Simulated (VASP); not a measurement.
# BN (F-43m) in VASP: notebook, part 2 of 2

VASP 6.6.1.

### Step 3. Relaxation of cell and atoms, PBE

This run uses another cell than the first one, of 5.96 Å³/atom, 1.075 times its volume.

Input file INCAR:

```
SYSTEM = BN
PREC     = Accurate       ! precision mode
ENCUT    = 600            ! plane-wave cutoff, eV
EDIFF    = 1E-6           ! SCF threshold, eV
ISMEAR   = -1             ! smearing method
SIGMA    = 0.05           ! smearing width, eV
LREAL    = .FALSE.        ! projectors in reciprocal space
LASPH    = .TRUE.         ! aspherical terms in the spheres
NELM     = 100            ! most SCF steps
ALGO     = Normal         ! electronic algorithm
ISIF     = 3              ! what is computed and relaxed
LWAVE    = .FALSE.        ! write WAVECAR
LCHARG   = .FALSE.        ! write CHGCAR
GGA      = PE             ! functional
IBRION   = 2              ! ionic algorithm
NSW      = 80             ! ionic steps
EDIFFG   = -0.01          ! ionic threshold
```

Input file KPOINTS:

```
regular mesh
0
G
  13 13 13
  0 0 0
```

Input file POSCAR:

```
BN
1.0
    0.0000000000      1.8130010000      1.8130010000
    1.8130010000      0.0000000000      1.8130010000
    1.8130010000      1.8130010000      0.0000000000
N B
1 1
Direct
    0.2500000000      0.2500000000      0.2500000000
    0.0000000000      0.0000000000      0.0000000000
```

Potentials or basis: VASP PAW PBE potentials, release 64 (N, B).

On the command line:

```sh
> cat potpaw_PBE.64/N/POTCAR potpaw_PBE.64/B/POTCAR > POTCAR
> mpirun -np 1 vasp_std > vasp.out
```

OUTCAR:

```text
SYSTEM = BN
   PREC = Accurate
   ENCUT = 600
   EDIFF = 1E-6
   ISMEAR = -1
   LREAL = .FALSE.
   LASPH = .TRUE.
   NELM = 100
   ISIF = 3
   GGA = PE
   IBRION = 2
   NSW = 80
   EDIFFG = -0.01

 ion  position               nearest neighbor table
   1  0.250  0.250  0.250-   2 1.57   2 1.57   2 1.57   2 1.57
   2  0.000  0.000  0.000-   1 1.57   1 1.57   1 1.57   1 1.57

  LATTYP: Found a face centered cubic cell.
 ALAT       =     3.6260020000

  Lattice vectors:

 A1 = (   0.0000000000,   1.8130010000,   1.8130010000)
 A2 = (   1.8130010000,   0.0000000000,   1.8130010000)
 A3 = (   1.8130010000,   1.8130010000,   0.0000000000)

Analysis of symmetry for initial positions (statically):
=====================================================================
 Subroutine PRICEL returns:
 Original cell was already a primitive cell.

 Routine SETGRP: Setting up the symmetry group for a
 face centered cubic supercell.

 Subroutine GETGRP returns: Found 24 space group operations
 (whereof 24 operations were pure point group operations)
 out of a pool of 48 trial point group operations.

The static configuration has the point symmetry T_d .

Analysis of symmetry for dynamics (positions and initial velocities):
=====================================================================
 Subroutine PRICEL returns:
 Original cell was already a primitive cell.

 Routine SETGRP: Setting up the symmetry group for a
 face centered cubic supercell.

 Subroutine GETGRP returns: Found 24 space group operations
 (whereof 24 operations were pure point group operations)
 out of a pool of 48 trial point group operations.

The dynamic configuration has the point symmetry T_d .

 Subroutine INISYM returns: Found 24 space group operations
 (whereof 24 operations are pure point group operations),
 and found     1 'primitive' translations

----------------------------------------------------------------------------------------

                                     Primitive cell

  volume of cell :      11.9186

  direct lattice vectors                    reciprocal lattice vectors
     0.000000000  1.813001000  1.813001000    -0.275785838  0.275785838  0.275785838
     1.813001000  0.000000000  1.813001000     0.275785838 -0.275785838  0.275785838
     1.813001000  1.813001000  0.000000000     0.275785838  0.275785838 -0.275785838

  length of vectors
     2.563970603  2.563970603  2.563970603     0.477675083  0.477675083  0.477675083

  position of ions in fractional coordinates (direct lattice)
     0.250000000  0.250000000  0.250000000
     0.000000000  0.000000000  0.000000000

  ion indices of the primitive-cell ions
   primitive index   ion index
                 1           1
                 2           2

----------------------------------------------------------------------------------------

 KPOINTS: regular mesh

Automatic generation of k-mesh.
 Grid dimensions read from file:
 generate k-points for:   13   13   13

[... 46 lines left out ...]
   number of dos      NEDOS =    301   number of ions     NIONS =      2
   total plane-waves  NPLWV =   8000
   dimension x,y,z NGX =    20 NGY =   20 NGZ =   20
   dimension x,y,z NGXF=    40 NGYF=   40 NGZF=   40
   ions per type =               1   1
   NGX,Y,Z   is equivalent  to a cutoff of  12.97, 12.97, 12.97 a.u.
   NGXF,Y,Z  is equivalent  to a cutoff of  25.94, 25.94, 25.94 a.u.
 SYSTEM =  BN
   PREC   = accura    normal or accurate (medium, high low for compatibility)
   ISTART =      0    job   : 0-new  1-cont  2-samecut
   ICHARG =      2    charge: 1-file 2-atom 10-const
   ISPIN  =      1    spin polarized calculation?
   LNONCOLLINEAR =      F non collinear calculations
   LSORBIT =      F    spin-orbit coupling
   LASPH  =      T    aspherical Exc in radial PAW
   ENCUT  =  600.0 eV  44.10 Ry    6.64 a.u.   5.12  5.12  5.12*2*pi/ulx,y,z
   NELM   =    100;   NELMIN=  2; NELMDL= -5     # of ELM steps
   EDIFF  = 0.1E-05   stopping-criterion for ELM
   LREAL  =      F    real-space projection
   EDIFFG = -.1E-01   stopping-criterion for IOM
   NSW    =     80    number of steps for IOM
   IBRION =      2    ionic relax: 0-MD 1-quasi-New 2-CG
   NFREE  =      1    steps in history (QN), initial steepest desc. (CG)
   ISIF   =      3    stress and relaxation
   ISYM   =      2    0-nonsym 1-usesym 2-fastsym
   POTIM  = 0.5000    time-step for ionic-motion
   TEBEG  =    0.0;   TEEND  =   0.0 temperature during run
   PSTRESS=    0.0 pullay stress
   NELECT =       8.0000    total number of electrons
   NUPDOWN=      -1.0000    fix difference up-down
   EMIN   =  10.00;   EMAX   =-10.00  energy-range for DOS
   EFERMI =   0.00;   METHOD = LEGACY
   ISMEAR =    -1;   SIGMA  =   0.05  broadening in eV -4-tet -1-fermi 0-gaus
   EFERMI_NEDOS =   21; number of points for ismear=-14 and -15
   IALGO  =     38    algorithm
   IMIX   =      4    mixing-type and parameters
     AMIX     =   0.40;   BMIX     =  1.00
     AMIX_MAG =   1.60;   BMIX_MAG =  1.00
  volume/ion in A,a.u.               =       5.96        40.22
  Fermi-wavevector in a.u.,A,eV,Ry     =   1.433387  2.708709 27.954506  2.054598
  Thomas-Fermi vector in A             =   2.552911
   LORBIT       =      0    0 simple, 1 ext, 2 COOP (PROOUT), +10 PAW based schemes
   GGA     = PE    functional components
   LHFCALC =     F    Hartree Fock is set to
   AEXX    =    0.0000 exact exchange contribution
   IVDW    =     0    specifies the selected vdW correction
   LEPSILON=     F    determine dielectric tensor
   LRPA    =     F    only Hartree local field effects (RPA)
 conjugate gradient relaxation of ions
 non-spin polarized calculation
  energy-cutoff  :      600.00
  volume of cell :       11.92
 maximum number of plane-waves:       411
   NGX = 11   NGY = 11   NGZ = 11

--------------------------------------- Ionic step        1  -------------------------------------------

 number of electron       7.9999999 magnetization

 Free energy of the ion-electron system (eV)
  ---------------------------------------------------
  ext. energy  EPLUGINS =         0.00000000
  ---------------------------------------------------
  free energy    TOTEN  =       -17.45461872 eV

  energy without entropy =      -17.45461872  energy(sigma->0) =      -17.45461872

------------------------ aborting loop because EDIFF is reached ----------------------------------------

  FORCE on cell =-STRESS in cart. coord.  units (eV):
  Direction    XX          YY          ZZ          XY          YZ          ZX
  --------------------------------------------------------------------------------------
  -------------------------------------------------------------------------------------
  Total       -0.0324190     -0.0324190     -0.0324190      0.0000000      0.0000000      0.0000000
  in kB       -4.3579828     -4.3579828     -4.3579828      0.0000000      0.0000000      0.0000000
  external PRESSURE =      -4.3579828 kB  Pullay stress =       0.0000000 kB
[... 59 lines left out ...]
--------------------------------------- Ionic step        3  -------------------------------------------

 number of electron       7.9999999 magnetization

 Free energy of the ion-electron system (eV)
  ---------------------------------------------------
  ext. energy  EPLUGINS =         0.00000000
  ---------------------------------------------------
  free energy    TOTEN  =       -17.45463920 eV

  energy without entropy =      -17.45463920  energy(sigma->0) =      -17.45463920

 E-fermi :   8.2767     XC(G=0): -12.7830

 val. band max:        7.3050813278   @ k =   0.0000   0.0000   0.0000
 cond. band min:      11.8299338951   @ k =   0.4615   0.4615   0.0000
 fundamental gap:      4.5248525672
 Fermi energy:         8.2767409319

 k-point     1 :       0.0000    0.0000    0.0000
  band No.  band energies     occupation
      1     -12.8357      2.00000
      2       7.3051      2.00000
      3       7.3051      2.00000
      4       7.3051      2.00000
      5      16.0871      0.00000
      6      16.0871      0.00000
      7      16.0871      0.00000
      8      17.5263      0.00000
[... 243 lines left out ...]
 k-point    24 :       0.4615    0.1538    0.0000
  band No.  band energies     occupation
      1      -8.8920      2.00000
      2      -1.9040      2.00000
      3       4.0614      2.00000
      4       4.4987      2.00000
      5      16.1627      0.00000
      6      19.3373      0.00000
      7      19.7640      0.00000
      8      21.8956      0.00000

 [... further k-points ...]

------------------------ aborting loop because EDIFF is reached ----------------------------------------

  FORCE on cell =-STRESS in cart. coord.  units (eV):
  Direction    XX          YY          ZZ          XY          YZ          ZX
  --------------------------------------------------------------------------------------
  -------------------------------------------------------------------------------------
  Total       -0.0000327     -0.0000327     -0.0000327      0.0000000      0.0000000      0.0000000
  in kB       -0.0044069     -0.0044069     -0.0044069      0.0000000      0.0000000      0.0000000
  external PRESSURE =      -0.0044069 kB  Pullay stress =       0.0000000 kB
[... 17 lines left out ...]
  FREE ENERGIE OF THE ION-ELECTRON SYSTEM (eV)
  ---------------------------------------------------
  free  energy   TOTEN  =       -17.4546392036 eV

  energy  without entropy=      -17.4546392036  energy(sigma->0) =      -17.45463920

 reached required accuracy - stopping structural energy minimisation
```

It took 11 s on 1 thread of AMD EPYC 7R13 (Zen 3), shared host; peak memory 0.09 GiB.

Results:

```yaml
Free_energy: -17.4546 eV
Relaxed_volume: 5.95 Å³/atom
Relaxed_cell: a = 2.563 Å, b = 2.563 Å, c = 2.563 Å, α = 60.00°, β = 60.00°, γ = 60.00°
Space_group_after_relaxing_to_0.05_Å: F-43m (No. 216)
Energy_gained_by_relaxing: 0.0 meV/atom
Ionic_steps: 3
Pressure_after_relaxing: 0.0 GPa
Band_gap_on_the_k_mesh: 4.52 eV, indirect (least direct gap 8.78 eV)
```

Final structure:
```yaml
crystal:
  lattice:
    - [0.00000, 1.81229, 1.81229]
    - [1.81229, 0.00000, 1.81229]
    - [1.81229, 1.81229, 0.00000]
  atoms:
    - { symbol: N, position: [0.25000, 0.25000, 0.25000] }
    - { symbol: B, position: [0.00000, 0.00000, 0.00000] }
```

### Step 4. Relaxation of cell and atoms, PBE

This run uses another cell than the first one, of 5.96 Å³/atom, 1.075 times its volume.

Input file INCAR:

```
ALGO = Normal
EDIFF = 1E-6
EDIFFG = -0.02
ENCUT = 600
GGA = PE
IBRION = 2
ISIF = 3
ISMEAR = -1
LASPH = True
LCHARG = False
LREAL = False
LWAVE = False
NELM = 60
NSW = 80
PREC = Accurate
SIGMA = 0.05
```

Input file KPOINTS:

```
k-points
0
Gamma
  13 13 13
```

POSCAR is that of step 3.

On the command line:

```sh
> cat potpaw_PBE.64/N/POTCAR potpaw_PBE.64/B/POTCAR > POTCAR
> mpirun -np 1 vasp_std > vasp.out
```

It took 6.8 s on 1 thread of AMD EPYC 7R13 (Zen 3), shared host; peak memory 0.09 GiB.

It converged, with:

* Free energy: -17.4546 eV
* Pressure after relaxing: -0.4 GPa
* Band gap on the k mesh: 4.52 eV, indirect (least direct gap 8.78 eV)

Final structure:
```
N B
1.0
     0.00000    1.81300    1.81300
     1.81300    0.00000    1.81300
     1.81300    1.81300    0.00000
N B
1 1
Cartesian
  0.9065 0.9065 0.9065
  0.0000 0.0000 0.0000
```

Levels at points of the mesh, in eV from the valence-band top:
```tsv
k point	band 1	band 2	band 3	band 4	band 5	band 6	band 7	band 8
(0.00, 0.00, 0.00)	-20.13	0.00	0.00	0.00	8.78	8.78	8.78	10.20
```

Caveat: the relaxation stopped at its first step, so nothing moved.
